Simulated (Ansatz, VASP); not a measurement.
Be in VASP and in Ansatz

Contents of INCAR:

```
ALGO = Normal
EDIFF = 1E-7
ENCUT = 520
GGA = PS
ISIF = 2
ISMEAR = 0
LASPH = T
LCHARG = F
LREAL = F
LWAVE = F
NBANDS = 10
NELM = 80
PREC = Accurate
SIGMA = 0.1
```

KPOINTS

```
k-points
0
Gamma
  6 6 4
```

File POSCAR:

```
Be
1.0
    2.6720682080     -1.5442785158      0.0000000000
    2.6720682080      1.5442785158      0.0000000000
   -1.8021515258      0.0000000000      7.5515072484
Be
3
Direct
    0.0000000000      0.0000000000      0.5000000000
    0.2223443500      0.2223443500      0.1666707800
    0.7776556500      0.7776556500      0.8333292200
```

Input for Ansatz:

```yaml
crystal:
  lattice:
    - [2.672068208, -1.5442785158, 0.0]
    - [2.672068208, 1.5442785158, 0.0]
    - [-1.8021515258, 0.0, 7.5515072484]
  atoms:
    - { symbol: Be, position: [0.0, 0.0, 0.5] }
    - { symbol: Be, position: [0.22234435, 0.22234435, 0.16667078] }
    - { symbol: Be, position: [0.77765565, 0.77765565, 0.83332922] }
basis:
  ecutwfc: 420
kpoints:
  mp_grid: { grid: [6, 6, 4] }
hamiltonian:
  xc: pbesol
scf:
  occupations: { method: gaussian, width: 0.1 }
output:
  forces: true
  stress: true
  eigenvalues: true
```

Alike in both runs: task single point; functional PBEsol; k mesh 6 × 6 × 4; occupations gaussian, width 0.1 eV; no spin polarisation.

|  | VASP | Ansatz |
| --- | --- | --- |
| version | VASP 6.6.1 | Ansatz 0.2.0 |
| potentials or method | VASP PAW PBE potentials, release 64 (Be), cutoff 520 eV | scalar-relativistic, plane waves, PAW |
| valence electrons in the cell | 6 | 6 |

```csv
,VASP,Ansatz,Ansatz less VASP
gap on the k mesh at the Fermi level (eV),none,none,-
pressure (GPa),-21.4,-21.4,-0.01
"traceless stress, the component that is largest in VASP (GPa)",0.53,0.53,-0.003
rms of the force components (eV/Å),0.022,0.022,0.0000
```

VASP's potentials were made for PBE, not for PBEsol. Atom by atom the forces differ by 0.000 eV/Å (rms over components). A gap of «none» marks a metal or a gap that the smearing closes.

The k mesh is coarse, so the values compare programs but aren't converged.
